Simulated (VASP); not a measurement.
# HC5 (f.d3) in VASP: single point with PBE+D3(BJ)

Aim: the single point of HC5 (f.d3) with PBE+D3(BJ).

All numbers are computed with VASP 6.6.1; they aren't measurements. Logs are shortened: lines on timing, memory, paths and dates and some standing lists are left out, and cuts for length are marked.

## Step 1: The cell of the first run

The cell holds a slab with vacuum, 12 atoms: a = 2.515 Å, b = 2.515 Å, c = 25.008 Å, α = 90.00°, β = 90.00°, γ = 120.00°.

## Step 2: Single point, PBE+D3(BJ)

Input file INCAR:

```
PREC     = Accurate       # precision mode
ENCUT    = 520            # plane-wave cutoff, eV
EDIFF    = 1E-6           # SCF threshold, eV
ISMEAR   = 0              # smearing method
SIGMA    = 0.03           # smearing width, eV
LREAL    = F              # projectors in reciprocal space
LASPH    = T              # aspherical terms in the spheres
NELM     = 120            # most SCF steps
ALGO     = Normal         # electronic algorithm
ISIF     = 2              # what is computed and relaxed
LWAVE    = F              # write WAVECAR
LCHARG   = T              # write CHGCAR
LDIPOL   = T            
IDIPOL   = 3            
DIPOL    = 0.5 0.5 0.500
GGA      = PE             # functional
IVDW     = 12             # dispersion correction
LELF     = T              # ELF
LVHAR    = T            
LVACPOTAV= T            
NBANDS   = 33             # bands
GGA_COMPAT= F            
NELMDL   = -8
```

Input file KPOINTS:

```
Automatic mesh
0
Gamma
  12 12 1
```

Input file POSCAR:

```
HC5
1.0
    2.5150988256      0.0000000289      0.0000000000
   -1.2575494378      2.1781394616      0.0000000000
    0.0000000000      0.0000000000     25.0076612138
C H
10 2
Direct
    1.0000000000      0.0000000000      0.3262362519
    0.6666666667      0.3333333333      0.3457129421
    0.6666666667      0.3333333333      0.4076298493
    0.3333333333      0.6666666667      0.4281180396
    0.3333333333      0.6666666667      0.4897373426
    0.0000000000      0.0000000000      0.5102647336
    0.0000000000      0.0000000000      0.5718839838
    0.6666666667      0.3333333333      0.5923721304
    0.6666666667      0.3333333333      0.6542890230
    0.3333333333      0.6666666667      0.6737657246
    0.3333333333      0.6666666667      0.7180864323
    1.0000000000      0.0000000000      0.2819155325
```

Potentials or basis: VASP PAW PBE potentials, release 64 (C, H).

Started as:

```sh
cat potpaw_PBE.64/C/POTCAR potpaw_PBE.64/H/POTCAR > POTCAR
mpirun -np 1 vasp_std > vasp.out
```

OUTCAR:

```text
PREC = Accurate
   ENCUT = 520
   EDIFF = 1E-6
   ISMEAR = 0
   LREAL = F
   LASPH = T
   NELM = 120
   ISIF = 2
   GGA = PE
   IVDW = 12
   NELMDL = -8
 IVDW          = 12

 ion  position               nearest neighbor table
   1  0.000  0.000  0.326-  12 1.11   2 1.53   2 1.53   2 1.53
   2  0.667  0.333  0.346-   1 1.53   1 1.53   1 1.53   3 1.55
   3  0.667  0.333  0.408-   4 1.54   4 1.54   4 1.54   2 1.55
   4  0.333  0.667  0.428-   3 1.54   3 1.54   3 1.54   5 1.54
   5  0.333  0.667  0.490-   6 1.54   6 1.54   6 1.54   4 1.54
   6  0.000  0.000  0.510-   5 1.54   5 1.54   5 1.54   7 1.54
   7  0.000  0.000  0.572-   8 1.54   8 1.54   8 1.54   6 1.54
   8  0.667  0.333  0.592-   7 1.54   7 1.54   7 1.54   9 1.55
   9  0.667  0.333  0.654-  10 1.53  10 1.53  10 1.53   8 1.55
  10  0.333  0.667  0.674-  11 1.11   9 1.53   9 1.53   9 1.53
  11  0.333  0.667  0.718-  10 1.11
  12  0.000  0.000  0.282-   1 1.11

  LATTYP: Found a hexagonal cell.
 ALAT       =     2.5150988256
 C/A-ratio  =     9.9430133557

  Lattice vectors:

 A1 = (   2.5150988256,   0.0000000289,   0.0000000000)
 A2 = (  -1.2575494378,   2.1781394616,   0.0000000000)
 A3 = (   0.0000000000,   0.0000000000,  25.0076612138)

Analysis of symmetry for initial positions (statically):
=====================================================================
 Subroutine PRICEL returns:
 Original cell was already a primitive cell.

 Routine SETGRP: Setting up the symmetry group for a
 hexagonal supercell.

 Subroutine GETGRP returns: Found 12 space group operations
 (whereof  6 operations were pure point group operations)
 out of a pool of 24 trial point group operations.

The static configuration has the point symmetry C_3v.
 The point group associated with its full space group is D_3d.

Analysis of symmetry for dynamics (positions and initial velocities):
=====================================================================
 Subroutine PRICEL returns:
 Original cell was already a primitive cell.

 Routine SETGRP: Setting up the symmetry group for a
 hexagonal supercell.

 Subroutine GETGRP returns: Found 12 space group operations
 (whereof  6 operations were pure point group operations)
 out of a pool of 24 trial point group operations.

The dynamic configuration has the point symmetry C_3v.
 The point group associated with its full space group is D_3d.

 Subroutine INISYM returns: Found 12 space group operations
 (whereof  6 operations are pure point group operations),
[... 125 lines left out ...]
   ISMEAR =     0;   SIGMA  =   0.03  broadening in eV -4-tet -1-fermi 0-gaus
   EFERMI_NEDOS =   21; number of points for ismear=-14 and -15
   IALGO  =     38    algorithm
   IMIX   =      4    mixing-type and parameters
     AMIX     =   0.40;   BMIX     =  1.00
     AMIX_MAG =   1.60;   BMIX_MAG =  1.00
  volume/ion in A,a.u.               =      11.42        77.04
  Fermi-wavevector in a.u.,A,eV,Ry     =   1.103875  2.086022 16.579250  1.218541
  Thomas-Fermi vector in A             =   2.240340
   LORBIT       =      0    0 simple, 1 ext, 2 COOP (PROOUT), +10 PAW based schemes
   GGA     = PE    functional components
   LHFCALC =     F    Hartree Fock is set to
   AEXX    =    0.0000 exact exchange contribution
   IVDW    =    12    specifies the selected vdW correction
   LEPSILON=     F    determine dielectric tensor
   LRPA    =     F    only Hartree local field effects (RPA)
 non-spin polarized calculation
 Gauss-broadening in eV      SIGMA  =   0.03
  energy-cutoff  :      520.00
  volume of cell :      137.00
 maximum number of plane-waves:      3765
 NGX is ok and might be reduce to    20
   NGX =  9   NGY =  9   NGZ = 93

 number of electron      42.0000001 magnetization

 dipolmoment           0.000000      0.000000     -0.000019 electrons x Angstroem

 Free energy of the ion-electron system (eV)
  ---------------------------------------------------
  ext. energy  EPLUGINS =         0.00000000
  ---------------------------------------------------
  free energy    TOTEN  =       -98.35674833 eV

  energy without entropy =      -98.35674833  energy(sigma->0) =      -98.35674833

 E-fermi :   2.1731     XC(G=0):  -6.5743

 val. band max:        2.0232037677   @ k =   0.0000   0.0000   0.0000
 cond. band min:       4.7563058450   @ k =   0.0000   0.0000   0.0000
 fundamental gap:      2.7331020773
 Fermi energy:         2.1731287450

 k-point     1 :       0.0000    0.0000    0.0000
  band No.  band energies     occupation
      1     -19.0722      2.00000
      2     -18.4156      2.00000
      3     -17.3598      2.00000
      4     -15.9499      2.00000
      5     -14.3745      2.00000
      6     -10.5460      2.00000
[... 673 lines left out ...]
     32      13.7304      0.00000
     33      14.3258      0.00000

------------------------ aborting loop because EDIFF is reached ----------------------------------------

 Edisp (eV)   -1.75990

 E8    (eV) :    -0.5109

  FORCE on cell =-STRESS in cart. coord.  units (eV):
  Direction    XX          YY          ZZ          XY          YZ          ZX
  --------------------------------------------------------------------------------------
  -------------------------------------------------------------------------------------
  Total       0.72898     0.72898     0.25661     0.00000     0.00000    -0.00000
  in kB       8.52541     8.52541     3.00108     0.00000     0.00000    -0.00000
  external pressure =        6.68 kB  Pullay stress =        0.00 kB

 VOLUME and BASIS-vectors are now :
 -----------------------------------------------------------------------------
  energy-cutoff  :      520.00
  volume of cell :      137.00
      direct lattice vectors                 reciprocal lattice vectors
     2.515098826  0.000000029  0.000000000     0.397598688  0.229553716  0.000000000
    -1.257549438  2.178139462  0.000000000    -0.000000005  0.459107422  0.000000000
     0.000000000  0.000000000 25.007661214     0.000000000  0.000000000  0.039987746

 POSITION                                       TOTAL-FORCE (eV/Angst)
 -----------------------------------------------------------------------------------
      0.00000      0.00000      8.15841        -0.000000      0.000000     -0.001792
      1.25755      0.72605      8.64547        -0.000000      0.000000     -0.002999
      1.25755      0.72605     10.19387        -0.000000     -0.000000     -0.008113
     -0.00000      1.45209     10.70623         0.000000     -0.000000      0.007433
     -0.00000      1.45209     12.24719         0.000000     -0.000000      0.006557
      0.00000      0.00000     12.76053        -0.000000      0.000000     -0.006557
      0.00000      0.00000     14.30148        -0.000000      0.000000     -0.007433
      1.25755      0.72605     14.81384         0.000000     -0.000000      0.008113
      1.25755      0.72605     16.36224         0.000000     -0.000000      0.002999
     -0.00000      1.45209     16.84930         0.000000     -0.000000      0.001792
     -0.00000      1.45209     17.95766         0.000000     -0.000000      0.029612
      0.00000      0.00000      7.05005         0.000000      0.000000     -0.029612
 -----------------------------------------------------------------------------------
    total drift:                               -0.000000      0.000000     -0.003645

  FREE ENERGIE OF THE ION-ELECTRON SYSTEM (eV)
  ---------------------------------------------------
  free  energy   TOTEN  =      -100.1166472807 eV

  energy  without entropy=     -100.1166472807  energy(sigma->0) =     -100.11664728

 vacuum level on the upper side and lower side of the slab         5.594         5.594
```

Wall time 1.8 min (1 thread of AMD EPYC 9R45 (Zen 5), shared host); peak memory 0.25 GiB.

Results:

```yaml
Free_energy: -100.1166 eV
Largest_force: 0.030 eV/Å
Band_gap_on_the_k_mesh: 2.73 eV, direct
Dispersion_energy_per_atom: -0.147 eV
```

Forces in eV/Å, atoms in the order of the input:
```
C    0.000  0.000 -0.002
C    0.000  0.000 -0.003
C    0.000  0.000 -0.008
C    0.000  0.000  0.007
C    0.000  0.000  0.007
C    0.000  0.000 -0.007
C    0.000  0.000 -0.007
C    0.000  0.000  0.008
C    0.000  0.000  0.003
C    0.000  0.000  0.002
H    0.000  0.000  0.030
H    0.000  0.000 -0.030
```
